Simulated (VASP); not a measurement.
# Sb (P4/mmm) in VASP: further runs

Sb is run at these levels: PBEsol; tasks: single point.

Program: VASP 6.6.1. These are calculated values, not measurements. Logs are shortened: lines on timing, memory, paths and dates and some standing lists are left out, and cuts for length are marked.

**1. The cell of the first run**

The structure is tetragonal, space group P4/mmm (No. 123). Conventional cell: a = 3.318 Å, b = 3.318 Å, c = 3.081 Å, α = 90.00°, β = 90.00°, γ = 90.00°. Within 4.1 Å of Sb (site symmetry 4/mmm) lie 6 Sb at 3.08 to 3.32 Å.

**2. Single point, PBEsol (strain +0.050 along x and y, -0.025 along z)**

INCAR

```
SYSTEM = Sb
PREC = Accurate
ENCUT = 520
EDIFF = 1E-6
ISMEAR = 0
SIGMA = 0.15
LREAL = .False.
LASPH = .True.
NELM = 80
ALGO = Normal
ISIF = 2
LWAVE = .False.
LCHARG = .False.
GGA = PS
NBANDS = 8
```

KPOINTS

```
regular mesh
0
Gamma
  16 16 16
  0 0 0
```

POSCAR

```
Sb
1.0
    3.3180000000      0.0000000000      0.0000000000
    0.0000000000      3.3180000000      0.0000000000
    0.0000000000      0.0000000000      3.0810000000
Sb
1
Direct
    0.0000000000      0.0000000000      0.0000000000
```

Potentials or basis: VASP PAW PBE potentials, release 64 (Sb).

Run with:

```
$ cat potpaw_PBE.64/Sb/POTCAR > POTCAR
$ mpirun -np 1 vasp_std > vasp.out
```

OUTCAR:

```text
SYSTEM = Sb
   PREC = Accurate
   ENCUT = 520
   EDIFF = 1E-6
   ISMEAR = 0
   LREAL = .False.
   LASPH = .True.
   NELM = 80
   ISIF = 2
   GGA = PS

 ion  position               nearest neighbor table
   1  0.000  0.000  0.000-

  LATTYP: Found a simple tetragonal cell.
 ALAT       =     3.3180000000
 C/A-ratio  =     0.9285714286

  Lattice vectors:

 A1 = (   3.3180000000,   0.0000000000,   0.0000000000)
 A2 = (   0.0000000000,   3.3180000000,   0.0000000000)
 A3 = (   0.0000000000,   0.0000000000,   3.0810000000)

Analysis of symmetry for initial positions (statically):
=====================================================================
 Subroutine PRICEL returns:
 Original cell was already a primitive cell.

 Routine SETGRP: Setting up the symmetry group for a
 simple tetragonal supercell.

 Subroutine GETGRP returns: Found 16 space group operations
 (whereof 16 operations were pure point group operations)
 out of a pool of 16 trial point group operations.

The static configuration has the point symmetry D_4h.

Analysis of symmetry for dynamics (positions and initial velocities):
=====================================================================
 Subroutine PRICEL returns:
 Original cell was already a primitive cell.

 Routine SETGRP: Setting up the symmetry group for a
 simple tetragonal supercell.

 Subroutine GETGRP returns: Found 16 space group operations
 (whereof 16 operations were pure point group operations)
 out of a pool of 16 trial point group operations.

The dynamic configuration has the point symmetry D_4h.

 Subroutine INISYM returns: Found 16 space group operations
 (whereof 16 operations are pure point group operations),
 and found     1 'primitive' translations

----------------------------------------------------------------------------------------

                                     Primitive cell

  volume of cell :      33.9191

  direct lattice vectors                    reciprocal lattice vectors
     3.318000000  0.000000000  0.000000000     0.301386377  0.000000000  0.000000000
     0.000000000  3.318000000  0.000000000     0.000000000  0.301386377  0.000000000
     0.000000000  0.000000000  3.081000000     0.000000000  0.000000000  0.324569945

  length of vectors
     3.318000000  3.318000000  3.081000000     0.301386377  0.301386377  0.324569945

  position of ions in fractional coordinates (direct lattice)
     0.000000000  0.000000000  0.000000000

  ion indices of the primitive-cell ions
   primitive index   ion index
                 1           1

----------------------------------------------------------------------------------------

 KPOINTS: regular mesh

Automatic generation of k-mesh.
 Grid dimensions read from file:
 generate k-points for:   16   16   16

 Generating k-lattice:

  Cartesian coordinates                     Fractional coordinates (reciprocal lattice)
     0.018836649  0.000000000  0.000000000     0.062500000  0.000000000  0.000000000
     0.000000000  0.018836649  0.000000000     0.000000000  0.062500000  0.000000000
     0.000000000  0.000000000  0.020285622     0.000000000  0.000000000  0.062500000

  Length of vectors
     0.018836649  0.018836649  0.020285622

  Shift w.r.t. Gamma in fractional coordinates (k-lattice)
     0.000000000  0.000000000  0.000000000

 Subroutine IBZKPT returns following result:
 ===========================================

 Found    405 irreducible k-points:

 Following reciprocal coordinates:
            Coordinates               Weight
  0.000000  0.000000  0.000000      1.000000
  0.062500  0.000000  0.000000      4.000000
  0.125000  0.000000  0.000000      4.000000
  0.187500  0.000000  0.000000      4.000000
  0.250000  0.000000  0.000000      4.000000
  0.312500  0.000000  0.000000      4.000000
[... 16 lines left out ...]
  0.437500  0.125000  0.000000      8.000000
  0.500000  0.125000  0.000000      4.000000
 [... further k-points ...]
   k-points           NKPTS =    405   k-points in BZ     NKDIM =    405   number of bands    NBANDS=      8
   number of dos      NEDOS =    301   number of ions     NIONS =      1
   total plane-waves  NPLWV =  18816
   dimension x,y,z NGX =    28 NGY =   28 NGZ =   24
   dimension x,y,z NGXF=    56 NGYF=   56 NGZF=   48
   ions per type =               1
   NGX,Y,Z   is equivalent  to a cutoff of  14.03, 14.03, 12.95 a.u.
   NGXF,Y,Z  is equivalent  to a cutoff of  28.06, 28.06, 25.90 a.u.
 SYSTEM =  Sb
   PREC   = accura    normal or accurate (medium, high low for compatibility)
   ISTART =      0    job   : 0-new  1-cont  2-samecut
   ICHARG =      2    charge: 1-file 2-atom 10-const
   ISPIN  =      1    spin polarized calculation?
   LNONCOLLINEAR =      F non collinear calculations
   LSORBIT =      F    spin-orbit coupling
   LASPH  =      T    aspherical Exc in radial PAW
   ENCUT  =  520.0 eV  38.22 Ry    6.18 a.u.   6.17  6.17  5.73*2*pi/ulx,y,z
   NELM   =     80;   NELMIN=  2; NELMDL= -5     # of ELM steps
   EDIFF  = 0.1E-05   stopping-criterion for ELM
   LREAL  =      F    real-space projection
   EDIFFG = 0.1E-04   stopping-criterion for IOM
   NSW    =      0    number of steps for IOM
   IBRION =     -1    ionic relax: 0-MD 1-quasi-New 2-CG
   NFREE  =      0    steps in history (QN), initial steepest desc. (CG)
   ISIF   =      2    stress and relaxation
   ISYM   =      2    0-nonsym 1-usesym 2-fastsym
   POTIM  = 0.5000    time-step for ionic-motion
   TEBEG  =    0.0;   TEEND  =   0.0 temperature during run
   PSTRESS=    0.0 pullay stress
   NELECT =       5.0000    total number of electrons
   NUPDOWN=      -1.0000    fix difference up-down
   EMIN   =  10.00;   EMAX   =-10.00  energy-range for DOS
   EFERMI =   0.00;   METHOD = LEGACY
   ISMEAR =     0;   SIGMA  =   0.15  broadening in eV -4-tet -1-fermi 0-gaus
   EFERMI_NEDOS =   21; number of points for ismear=-14 and -15
   IALGO  =     38    algorithm
   IMIX   =      4    mixing-type and parameters
     AMIX     =   0.40;   BMIX     =  1.00
     AMIX_MAG =   1.60;   BMIX_MAG =  1.00
  volume/ion in A,a.u.               =      33.92       228.90
  Fermi-wavevector in a.u.,A,eV,Ry     =   0.864802  1.634239 10.175559  0.747882
  Thomas-Fermi vector in A             =   1.982952
   LORBIT       =      0    0 simple, 1 ext, 2 COOP (PROOUT), +10 PAW based schemes
   GGA     = PS    functional components
   LHFCALC =     F    Hartree Fock is set to
   AEXX    =    0.0000 exact exchange contribution
   IVDW    =     0    specifies the selected vdW correction
   LEPSILON=     F    determine dielectric tensor
   LRPA    =     F    only Hartree local field effects (RPA)
 non-spin polarized calculation
 Gauss-broadening in eV      SIGMA  =   0.15
  energy-cutoff  :      520.00
  volume of cell :       33.92
 maximum number of plane-waves:       944
 NGX is ok and might be reduce to    28
   NGX = 13   NGY = 13   NGZ = 11

 number of electron       5.0000000 magnetization

 Free energy of the ion-electron system (eV)
  ---------------------------------------------------
  ext. energy  EPLUGINS =         0.00000000
  ---------------------------------------------------
  free energy    TOTEN  =        -4.37583713 eV

  energy without entropy =       -4.37011686  energy(sigma->0) =       -4.37297700

 E-fermi :   5.4451     XC(G=0):  -9.2172

 val. band max:        5.4162387286   @ k =   0.1875   0.1250   0.1875
 cond. band min:       5.4468303270   @ k =   0.3125   0.1250   0.2500
 fundamental gap:      0.0305915985
 Fermi energy:         5.4451062172

 k-point     1 :       0.0000    0.0000    0.0000
  band No.  band energies     occupation
      1      -6.0624      2.00000
      2       7.7831      0.00000
      3       7.7831      0.00000
      4       9.6854      0.00000
      5      11.8507      0.00000
      6      11.8743      0.00000
      7      13.7911      0.00000
      8      21.7598      0.00000

 k-point     2 :       0.0625    0.0000    0.0000
  band No.  band energies     occupation
      1      -6.0178      2.00000
      2       7.2066      0.00000
      3       7.8248      0.00000
      4       9.7276      0.00000
      5      11.9046      0.00000
      6      12.5061      0.00000
      7      13.8477      0.00000
      8      21.1267      0.00000

 k-point     3 :       0.1250    0.0000    0.0000
  band No.  band energies     occupation
      1      -5.8856      2.00000
      2       6.0309      0.00000
      3       7.9469      0.00000
      4       9.8514      0.00000
      5      12.0318      0.00000
      6      13.6825      0.00000
      7      14.2114      0.00000
      8      20.0927      0.00000

 k-point     4 :       0.1875    0.0000    0.0000
  band No.  band energies     occupation
      1      -5.6715      2.00000
      2       4.7543      2.00000
      3       8.1404      0.00000
      4      10.0474      0.00000
      5      12.2418      0.00000
      6      14.0703      0.00000
      7      15.6793      0.00000
      8      19.0543      0.00000

 k-point     5 :       0.2500    0.0000    0.0000
  band No.  band energies     occupation
      1      -5.3872      2.00000
      2       3.5384      2.00000
      3       8.3885      0.00000
      4      10.2986      0.00000
      5      12.5309      0.00000
      6      14.3686      0.00000
      7      17.2509      0.00000
      8      18.0885      0.00000
[... 177 lines left out ...]
 k-point    22 :       0.3750    0.1250    0.0000
  band No.  band energies     occupation
      1      -4.5412      2.00000
      2       1.7471      2.00000
      3       7.2781      0.00000
      4      11.0066      0.00000
      5      13.5115      0.00000
      6      14.8707      0.00000
      7      16.1822      0.00000
      8      18.4460      0.00000

 k-point    23 :       0.4375    0.1250    0.0000
  band No.  band energies     occupation
      1      -4.2722      2.00000
      2       1.1468      2.00000
      3       7.5087      0.00000
      4      11.2016      0.00000
      5      13.0755      0.00000
      6      15.1365      0.00000
      7      16.6364      0.00000
      8      17.9724      0.00000

 k-point    24 :       0.5000    0.1250    0.0000
  band No.  band energies     occupation
      1      -4.1659      2.00000
      2       0.9295      2.00000
      3       7.5974      0.00000
      4      11.2744      0.00000
      5      12.9125      0.00000
      6      15.2470      0.00000
      7      17.0136      0.00000
      8      17.5134      0.00000

 [... further k-points ...]

------------------------ aborting loop because EDIFF is reached ----------------------------------------

  FORCE on cell =-STRESS in cart. coord.  units (eV):
  Direction    XX          YY          ZZ          XY          YZ          ZX
  --------------------------------------------------------------------------------------
  -------------------------------------------------------------------------------------
  Total       -1.8034266     -1.8034266     -0.6968332      0.0000000      0.0000000      0.0000000
  in kB      -85.1852863    -85.1852863    -32.9150852      0.0000000      0.0000000      0.0000000
  external PRESSURE =     -67.7618860 kB  Pullay stress =       0.0000000 kB

 VOLUME and BASIS-vectors are now :
 -----------------------------------------------------------------------------
  energy-cutoff  :      520.00
  volume of cell :       33.92
      direct lattice vectors                 reciprocal lattice vectors
     3.318000000  0.000000000  0.000000000     0.301386377  0.000000000  0.000000000
     0.000000000  3.318000000  0.000000000     0.000000000  0.301386377  0.000000000
     0.000000000  0.000000000  3.081000000     0.000000000  0.000000000  0.324569945

 POSITION                                       TOTAL-FORCE (eV/Angst)
 -----------------------------------------------------------------------------------
      0.00000      0.00000      0.00000         0.000000      0.000000      0.000000
 -----------------------------------------------------------------------------------
    total drift:                               -0.000000      0.000000      0.000000

  FREE ENERGIE OF THE ION-ELECTRON SYSTEM (eV)
  ---------------------------------------------------
  free  energy   TOTEN  =        -4.3758371340 eV

  energy  without entropy=       -4.3701168615  energy(sigma->0) =       -4.37297700
```

Wall time 45 s (1 thread of Intel Xeon Platinum 8259CL at 2.50GHz (Skylake/Cascade Lake), shared host); peak memory 0.23 GiB.

Results:

| Property | Result |
| --- | --- |
| Free energy | -4.3758 eV |
| Pressure | -6.8 GPa |

Stress tensor (GPa, compression positive):
```
-8.52  0.00  0.00
 0.00 -8.52  0.00
 0.00  0.00 -3.29
```

Caveat: the cell differs from its parent crystal (strain +0.050 along x and y, -0.025 along z); the PAW data sets were made with another functional, which shifts forces and pressure a little; spin-orbit coupling is left out, which moves the levels of the heavy elements.

**3. Single point, PBEsol (strain +0.050 along x and y, +0.000 along z)**

INCAR

```
PREC = Accurate
ENCUT = 520
EDIFF = 1E-7
ISMEAR = 0
SIGMA = 0.15
LREAL = False
LASPH = True
NELM = 60
ALGO = Normal
ISIF = 2
LWAVE = False
LCHARG = False
GGA = PS
NBANDS = 8
```

KPOINTS

```
regular mesh
0
Gamma
  16 16 16
```

POSCAR: that of step 2 with these lines changed.

```diff
@@ -4,3 +4,3 @@
     0.0000000000      3.3180000000      0.0000000000
-    0.0000000000      0.0000000000      3.0810000000
+    0.0000000000      0.0000000000      3.1600000000
 Sb
```

Potentials or basis: VASP PAW PBE potentials, release 64 (Sb).

Run with:

```
$ cat potpaw_PBE.64/Sb/POTCAR > POTCAR
$ mpirun -np 1 vasp_std > vasp.out
```

It took 54 s on 1 thread of Intel Xeon Platinum 8259CL at 2.50GHz (Skylake/Cascade Lake), shared host; peak memory 0.23 GiB.

Results (log left out):

| Property | Result |
| --- | --- |
| Free energy | -4.3500 eV |
| Pressure | -7.6 GPa |

Stress tensor (GPa, compression positive):
```
-8.44  0.00  0.00
 0.00 -8.44  0.00
 0.00  0.00 -6.06
```

Levels at points of the mesh, in eV from the Fermi level:
```
           k point  band 1  band 2  band 3  band 4  band 5  band 6  band 7  band 8
(0.00, 0.00, 0.00)  -11.34    2.48    2.48    3.68    6.54    6.56    7.80   16.39
(0.50, 0.00, 0.00)   -9.61   -4.56    3.90    5.10    8.49   10.12   10.48   10.63
(0.50, 0.50, 0.00)   -7.84   -2.96   -2.96    2.59    6.49   11.98   13.27   13.27
(0.00, 0.00, 0.50)   -9.06   -4.71    4.33    4.33    8.69    9.68   10.21   10.61
(0.50, 0.00, 0.50)   -7.25   -3.18   -2.56    2.69    5.70   11.59   12.22   12.29
(0.50, 0.50, 0.50)   -5.33   -1.77   -1.09   -1.09    4.90    4.90    5.27    7.15
```

Caveat: the cell differs from its parent crystal (strain +0.050 along x and y, +0.000 along z); the PAW data sets were made with another functional, which shifts forces and pressure a little; spin-orbit coupling is left out, which moves the levels of the heavy elements.

**4. Single point, PBEsol (strain +0.025 along x and y, +0.050 along z)**

INCAR

```
PREC = Accurate
ENCUT = 520
EDIFF = 1E-6
ISMEAR = 0
SIGMA = 0.15
LREAL = F
LASPH = T
NELM = 100
ALGO = Normal
ISIF = 2
LWAVE = F
LCHARG = F
GGA = PS
NBANDS = 8
```

KPOINTS is that of step 3.

POSCAR

```
Sb
1.0
    3.2390000000      0.0000000000      0.0000000000
    0.0000000000      3.2390000000      0.0000000000
    0.0000000000      0.0000000000      3.3180000000
Sb
1
Direct
    0.0000000000      0.0000000000      0.0000000000
```

Potentials or basis: VASP PAW PBE potentials, release 64 (Sb).

Run with:

```
$ cat potpaw_PBE.64/Sb/POTCAR > POTCAR
$ mpirun -np 1 vasp_std > vasp.out
```

OUTCAR:

```text
PREC = Accurate
   ENCUT = 520
   EDIFF = 1E-6
   ISMEAR = 0
   LREAL = F
   LASPH = T
   NELM = 100
   ISIF = 2
   GGA = PS

 ion  position               nearest neighbor table
   1  0.000  0.000  0.000-

  LATTYP: Found a simple tetragonal cell.
 ALAT       =     3.2390000000
 C/A-ratio  =     1.0243902439

  Lattice vectors:

 A1 = (   3.2390000000,   0.0000000000,   0.0000000000)
 A2 = (   0.0000000000,   3.2390000000,   0.0000000000)
 A3 = (   0.0000000000,   0.0000000000,   3.3180000000)

[... 433 lines left out ...]
  band No.  band energies     occupation
      1      -3.9540      2.00000
      2       0.7404      2.00000
      3       8.1166      0.00000
      4       9.4785      0.00000
      5      13.0836      0.00000
      6      14.3457      0.00000
      7      15.8639      0.00000
      8      15.9692      0.00000

 [... further k-points ...]
[... 5 lines left out ...]
  --------------------------------------------------------------------------------------
  -------------------------------------------------------------------------------------
  Total       -1.6113901     -1.6113901     -1.8546846      0.0000000      0.0000000     -0.0000000
  in kB      -74.1673895    -74.1673895    -85.3654980      0.0000000      0.0000000     -0.0000000
  external PRESSURE =     -77.9000923 kB  Pullay stress =       0.0000000 kB

 VOLUME and BASIS-vectors are now :
 -----------------------------------------------------------------------------
  energy-cutoff  :      520.00
  volume of cell :       34.81
      direct lattice vectors                 reciprocal lattice vectors
     3.239000000  0.000000000  0.000000000     0.308737265  0.000000000  0.000000000
     0.000000000  3.239000000  0.000000000     0.000000000  0.308737265  0.000000000
     0.000000000  0.000000000  3.318000000     0.000000000  0.000000000  0.301386377

 POSITION                                       TOTAL-FORCE (eV/Angst)
 -----------------------------------------------------------------------------------
      0.00000      0.00000      0.00000         0.000000      0.000000      0.000000
 -----------------------------------------------------------------------------------
    total drift:                                0.000000      0.000000      0.000000

  FREE ENERGIE OF THE ION-ELECTRON SYSTEM (eV)
  ---------------------------------------------------
  free  energy   TOTEN  =        -4.3545563094 eV

  energy  without entropy=       -4.3470276661  energy(sigma->0) =       -4.35079199
```

stdout:

```text
POSCAR found type information on POSCAR Sb
 POSCAR found :  1 types and       1 ions
 scaLAPACK will be used
 -----------------------------------------------------------------------------
|                                                                             |
|                                                                             |
|     You enforced a specific xc type in the INCAR file but a different       |
|     I HOPE YOU KNOW WHAT YOU ARE DOING!                                     |
|                                                                             |
 -----------------------------------------------------------------------------

 LDA part: xc-table for (Slater+PW92), standard interpolation
 POSCAR, INCAR and KPOINTS ok, starting setup
 FFT: planning ... GRIDC
 FFT: planning ... GRID_SOFT
 FFT: planning ... GRID
 WAVECAR not read
 entering main loop
```

It took 33 s on 1 thread of Intel Xeon Platinum 8259CL at 2.50GHz (Skylake/Cascade Lake), shared host; peak memory 0.23 GiB.

What came out:

```yaml
Free_energy: -4.3546 eV
Pressure: -7.8 GPa
```

Levels at points of the mesh, in eV from the Fermi level:
| k point | band 1 | band 2 | band 3 | band 4 | band 5 | band 6 |
| --- | --- | --- | --- | --- | --- | --- |
| (0.00, 0.00, 0.00) | -11.33 | 2.49 | 3.05 | 3.05 | 6.55 | 6.93 |
| (0.50, 0.00, 0.00) | -9.34 | -4.64 | 4.11 | 4.68 | 8.61 | 9.93 |
| (0.50, 0.50, 0.00) | -7.28 | -2.87 | -2.87 | 2.67 | 5.68 | 11.57 |
| (0.00, 0.00, 0.50) | -9.59 | -4.56 | 4.47 | 4.47 | 8.63 | 10.27 |
| (0.50, 0.00, 0.50) | -7.55 | -3.06 | -2.77 | 2.63 | 6.06 | 11.76 |
| (0.50, 0.50, 0.50) | -5.36 | -1.43 | -1.43 | -1.11 | 4.89 | 5.07 |

Caveat: the cell differs from its parent crystal (strain +0.025 along x and y, +0.050 along z); the PAW data sets were made with another functional, which shifts forces and pressure a little; spin-orbit coupling is left out, which moves the levels of the heavy elements.

**5. Summary**

| cell | gap on the mesh (eV) | pressure (GPa) |
| --- | --- | --- |
| a = 3.318, b = 3.318, c = 3.081 Å, 1 atom | none | -6.8 |
| a = 3.318, b = 3.318, c = 3.160 Å, 1 atom | none | -7.6 |
| a = 3.239, b = 3.239, c = 3.318 Å, 1 atom | none | -7.8 |

Alike in all rows: task single point; level PBEsol; potentials or basis VASP PAW PBE potentials, release 64 (Sb); no spin polarisation; k mesh 16 × 16 × 16; cutoff (eV) 520; smearing gaussian 0.15 eV.

Caveats: the PAW data sets were made with another functional, which shifts forces and pressure a little; spin-orbit coupling is left out, which moves the levels of the heavy elements.

Total energies depend on the potentials used, so only differences within one code and one set of settings carry meaning.
